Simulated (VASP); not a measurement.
# K2HgC4N4 (Fd-3m) in VASP: single point with PBE

Aim: the single point of K2HgC4N4 with PBE.

Program: VASP 6.6.1. These are calculated values, not measurements. Logs are shortened: lines on timing, memory, paths and dates and some standing lists are left out, and cuts for length are marked.

**1. The cell of the first run**

Symmetry: Fd-3m, No. 227, cubic system. The conventional cell has a = 12.760 Å, b = 12.760 Å, c = 12.760 Å, α = 90.00°, β = 90.00°, γ = 90.00°. K (site symmetry -3m) has 6 N at 2.89 Å and 6 C at 3.56 Å within 3.8 Å. Hg (site symmetry -43m) has 4 C at 2.18 Å within 2.9 Å. C (site symmetry 3m) has 1 N at 1.17 Å within 1.6 Å. N (site symmetry 3m) has 1 C at 1.17 Å within 1.6 Å.

**2. Single point, PBE**

INCAR reads:

```
SYSTEM = K2HgC4N4
PREC = Accurate
ENCUT = 520
EDIFF = 1E-7
ISMEAR = -1
SIGMA = 0.05
LREAL = Auto
LASPH = .True.
NELM = 100
ALGO = Normal
ISIF = 2
LWAVE = .False.
LCHARG = .False.
GGA = PE
NBANDS = 83
```

KPOINTS reads:

```
regular mesh
0
Gamma
  5 5 5
  0 0 0
```

POSCAR reads:

```
K2HgC4N4
1.0
    0.0000000000      6.3800000000      6.3800000000
    6.3800000000      0.0000000000      6.3800000000
    6.3800000000      6.3800000000      0.0000000000
K Hg C N
4 2 8 8
Direct
    0.6250000000      0.6250000000      0.6250000000
    0.1250000000      0.6250000000      0.6250000000
    0.6250000000      0.6250000000      0.1250000000
    0.6250000000      0.1250000000      0.6250000000
    0.0000000000      0.0000000000      0.0000000000
    0.2500000000      0.2500000000      0.2500000000
    0.3486651330      0.3486651330      0.3486651330
    0.2959953991      0.9013348670      0.9013348670
    0.3486651330      0.3486651330      0.9540046009
    0.9013348670      0.2959953991      0.9013348670
    0.9540046009      0.3486651330      0.3486651330
    0.9013348670      0.9013348670      0.9013348670
    0.3486651330      0.9540046009      0.3486651330
    0.9013348670      0.9013348670      0.2959953991
    0.4015433902      0.4015433902      0.4015433902
    0.4546301707      0.8484566098      0.8484566098
    0.4015433902      0.4015433902      0.7953698293
    0.8484566098      0.4546301707      0.8484566098
    0.7953698293      0.4015433902      0.4015433902
    0.8484566098      0.8484566098      0.8484566098
    0.4015433902      0.7953698293      0.4015433902
    0.8484566098      0.8484566098      0.4546301707
```

Potentials or basis: VASP PAW PBE potentials, release 64 (K_sv, Hg, C, N).

Command:

```sh
$ cat potpaw_PBE.64/K_sv/POTCAR potpaw_PBE.64/Hg/POTCAR potpaw_PBE.64/C/POTCAR potpaw_PBE.64/N/POTCAR > POTCAR
$ mpirun -np 1 vasp_std > vasp.out
```

OUTCAR:

```text
SYSTEM = K2HgC4N4
   PREC = Accurate
   ENCUT = 520
   EDIFF = 1E-7
   ISMEAR = -1
   LREAL = Auto
   LASPH = .True.
   NELM = 100
   ISIF = 2
   GGA = PE

 ion  position               nearest neighbor table
   1  0.625  0.625  0.625-
   2  0.125  0.625  0.625-
   3  0.625  0.625  0.125-
   4  0.625  0.125  0.625-
   5  0.000  0.000  0.000-  12 2.18  10 2.18   8 2.18  14 2.18
   6  0.250  0.250  0.250-   7 2.18   9 2.18  11 2.18  13 2.18
   7  0.349  0.349  0.349-  15 1.17   6 2.18
   8  0.296  0.901  0.901-  16 1.17   5 2.18
   9  0.349  0.349  0.954-  17 1.17   6 2.18
  10  0.901  0.296  0.901-  18 1.17   5 2.18
  11  0.954  0.349  0.349-  19 1.17   6 2.18
  12  0.901  0.901  0.901-  20 1.17   5 2.18
  13  0.349  0.954  0.349-  21 1.17   6 2.18
  14  0.901  0.901  0.296-  22 1.17   5 2.18
  15  0.402  0.402  0.402-   7 1.17
  16  0.455  0.848  0.848-   8 1.17
  17  0.402  0.402  0.795-   9 1.17
  18  0.848  0.455  0.848-  10 1.17
  19  0.795  0.402  0.402-  11 1.17
  20  0.848  0.848  0.848-  12 1.17
  21  0.402  0.795  0.402-  13 1.17
  22  0.848  0.848  0.455-  14 1.17

  LATTYP: Found a face centered cubic cell.
 ALAT       =    12.7600000000

  Lattice vectors:

 A1 = (   0.0000000000,   6.3800000000,   6.3800000000)
 A2 = (   6.3800000000,   0.0000000000,   6.3800000000)
 A3 = (   6.3800000000,   6.3800000000,   0.0000000000)

Analysis of symmetry for initial positions (statically):
=====================================================================
 Subroutine PRICEL returns:
 Original cell was already a primitive cell.

 Routine SETGRP: Setting up the symmetry group for a
 face centered cubic supercell.

 Subroutine GETGRP returns: Found 48 space group operations
 (whereof 24 operations were pure point group operations)
 out of a pool of 48 trial point group operations.

The static configuration has the point symmetry T_d .
 The point group associated with its full space group is O_h .

Analysis of symmetry for dynamics (positions and initial velocities):
=====================================================================
 Subroutine PRICEL returns:
 Original cell was already a primitive cell.

 Routine SETGRP: Setting up the symmetry group for a
 face centered cubic supercell.

[... 129 lines left out ...]
   NELM   =    100;   NELMIN=  2; NELMDL= -5     # of ELM steps
   EDIFF  = 0.1E-06   stopping-criterion for ELM
   LREAL  =      T    real-space projection
   EDIFFG = 0.1E-05   stopping-criterion for IOM
   NSW    =      0    number of steps for IOM
   IBRION =     -1    ionic relax: 0-MD 1-quasi-New 2-CG
   NFREE  =      0    steps in history (QN), initial steepest desc. (CG)
   ISIF   =      2    stress and relaxation
   ISYM   =      2    0-nonsym 1-usesym 2-fastsym
   POTIM  = 0.5000    time-step for ionic-motion
   TEBEG  =    0.0;   TEEND  =   0.0 temperature during run
   PSTRESS=    0.0 pullay stress
   NELECT =     132.0000    total number of electrons
   NUPDOWN=      -1.0000    fix difference up-down
   EMIN   =  10.00;   EMAX   =-10.00  energy-range for DOS
   EFERMI =   0.00;   METHOD = LEGACY
   ISMEAR =    -1;   SIGMA  =   0.05  broadening in eV -4-tet -1-fermi 0-gaus
   EFERMI_NEDOS =   21; number of points for ismear=-14 and -15
   IALGO  =     38    algorithm
   IMIX   =      4    mixing-type and parameters
     AMIX     =   0.40;   BMIX     =  1.00
     AMIX_MAG =   1.60;   BMIX_MAG =  1.00
  volume/ion in A,a.u.               =      23.61       159.32
  Fermi-wavevector in a.u.,A,eV,Ry     =   1.036976  1.959601 14.630612  1.075320
  Thomas-Fermi vector in A             =   2.171392
   LORBIT       =      0    0 simple, 1 ext, 2 COOP (PROOUT), +10 PAW based schemes
   GGA     = PE    functional components
   LHFCALC =     F    Hartree Fock is set to
   AEXX    =    0.0000 exact exchange contribution
   IVDW    =     0    specifies the selected vdW correction
   LEPSILON=     F    determine dielectric tensor
   LRPA    =     F    only Hartree local field effects (RPA)
 non-spin polarized calculation
  energy-cutoff  :      520.00
  volume of cell :      519.39
 maximum number of plane-waves:     14023
 NGX is ok and might be reduce to    70
   NGX = 33   NGY = 33   NGZ = 33

 number of electron     132.0000004 magnetization

 Free energy of the ion-electron system (eV)
  ---------------------------------------------------
  ext. energy  EPLUGINS =         0.00000000
  ---------------------------------------------------
  free energy    TOTEN  =      -144.18473244 eV

  energy without entropy =     -144.18473244  energy(sigma->0) =     -144.18473244

 E-fermi :  -1.9126     XC(G=0):  -7.0630

 val. band max:       -3.1781448984   @ k =  -0.4000   0.4000   0.0000
 cond. band min:       2.6694536209   @ k =   0.0000   0.0000   0.0000
 fundamental gap:      5.8475985193
 Fermi energy:        -1.9126355094

 k-point     1 :       0.0000    0.0000    0.0000
  band No.  band energies     occupation
      1     -30.0648      2.00000
      2     -30.0585      2.00000
      3     -30.0585      2.00000
      4     -30.0585      2.00000
      5     -18.5706      2.00000
      6     -18.5666      2.00000
[... 799 lines left out ...]
     77       3.5424      0.00000
     78       3.6615      0.00000
 [bands above 78 left out]

------------------------ aborting loop because EDIFF is reached ----------------------------------------

  FORCE on cell =-STRESS in cart. coord.  units (eV):
  Direction    XX          YY          ZZ          XY          YZ          ZX
  --------------------------------------------------------------------------------------
  -------------------------------------------------------------------------------------
  Total        4.7544058      4.7544058      4.7544058     -0.0000000     -0.0000000     -0.0000000
  in kB       14.6661052     14.6661052     14.6661052     -0.0000000     -0.0000000     -0.0000000
  external PRESSURE =      14.6661052 kB  Pullay stress =       0.0000000 kB

 VOLUME and BASIS-vectors are now :
 -----------------------------------------------------------------------------
  energy-cutoff  :      520.00
  volume of cell :      519.39
      direct lattice vectors                 reciprocal lattice vectors
     0.000000000  6.380000000  6.380000000    -0.078369906  0.078369906  0.078369906
     6.380000000  0.000000000  6.380000000     0.078369906 -0.078369906  0.078369906
     6.380000000  6.380000000  0.000000000     0.078369906  0.078369906 -0.078369906

 POSITION                                       TOTAL-FORCE (eV/Angst)
 -----------------------------------------------------------------------------------
      7.97500      7.97500      7.97500         0.000000      0.000000      0.000000
      7.97500      4.78500      4.78500         0.000000      0.000000      0.000000
      4.78500      4.78500      7.97500         0.000000      0.000000      0.000000
      4.78500      7.97500      4.78500         0.000000      0.000000      0.000000
      0.00000      0.00000      0.00000         0.000000      0.000000      0.000000
      3.19000      3.19000      3.19000         0.000000      0.000000      0.000000
[... 14 lines left out ...]
      7.63631      5.12369      7.63631        -0.231412      0.231412     -0.231412
      8.31369      8.31369     10.82631         0.231412      0.231412     -0.231412
 -----------------------------------------------------------------------------------
    total drift:                               -0.000000     -0.000000     -0.000000

  FREE ENERGIE OF THE ION-ELECTRON SYSTEM (eV)
  ---------------------------------------------------
  free  energy   TOTEN  =      -144.1847324389 eV

  energy  without entropy=     -144.1847324389  energy(sigma->0) =     -144.18473244
```

OSZICAR:

```text
N       E                     dE             d eps       ncg     rms          rms(c)
DAV:   1     0.100945007060E+04    0.10095E+04   -0.61330E+04  1660   0.140E+03
DAV:   2    -0.523975621750E+02   -0.10618E+04   -0.10353E+04  2074   0.365E+02
DAV:   3    -0.162596326632E+03   -0.11020E+03   -0.10951E+03  2120   0.112E+02
[... 10 lines left out ...]
DAV:  14    -0.144184730705E+03   -0.44954E-04   -0.10239E-04  2080   0.408E-02    0.233E-02
DAV:  15    -0.144184732234E+03   -0.15292E-05   -0.14201E-05  2368   0.133E-02    0.865E-03
DAV:  16    -0.144184731949E+03    0.28494E-06   -0.29355E-06  2136   0.551E-03    0.216E-03
DAV:  17    -0.144184732251E+03   -0.30210E-06   -0.21555E-07  1584   0.190E-03    0.142E-03
DAV:  18    -0.144184732372E+03   -0.12046E-06   -0.36683E-08  1384   0.735E-04    0.772E-04
DAV:  19    -0.144184732439E+03   -0.67008E-07   -0.22942E-08  1328   0.543E-04
   1 F= -.14418473E+03 E0= -.14418473E+03  d E =-.469284E-10
```

stdout:

```text
POSCAR found type information on POSCAR K HgC N
 POSCAR found :  4 types and      22 ions
 scaLAPACK will be used
 LDA part: xc-table for (Slater+PW92), standard interpolation
 POSCAR, INCAR and KPOINTS ok, starting setup
 FFT: planning ... GRIDC
 FFT: planning ... GRID_SOFT
 FFT: planning ... GRID
 WAVECAR not read
 entering main loop
```

Wall time 19 min (1 thread of Intel Xeon Platinum 8259CL at 2.50GHz (Skylake/Cascade Lake), shared host); peak memory 0.85 GiB.

Results:

| Property | Result |
| --- | --- |
| Free energy | -144.1847 eV |
| Pressure | 1.5 GPa |
| Largest force | 0.401 eV/Å |
| Band gap on the k mesh | 5.85 eV (least direct gap 5.93 eV) |

Forces in eV/Å, atoms in the order of the input:
```
K    0.000  0.000  0.000
K    0.000  0.000  0.000
K    0.000  0.000  0.000
K    0.000  0.000  0.000
Hg   0.000  0.000  0.000
Hg   0.000  0.000  0.000
C   -0.199 -0.199 -0.199
C    0.199 -0.199 -0.199
C    0.199  0.199 -0.199
C   -0.199  0.199 -0.199
C   -0.199  0.199  0.199
C    0.199  0.199  0.199
C    0.199 -0.199  0.199
C   -0.199 -0.199  0.199
N    0.231  0.231  0.231
N   -0.231  0.231  0.231
N   -0.231 -0.231  0.231
N    0.231 -0.231  0.231
N    0.231 -0.231 -0.231
N   -0.231 -0.231 -0.231
N   -0.231  0.231 -0.231
N    0.231  0.231 -0.231
```

Caveat: spin-orbit coupling is left out, which moves the levels of the heavy elements; an odd mesh through Γ misses points on the zone boundary, where band edges can lie.
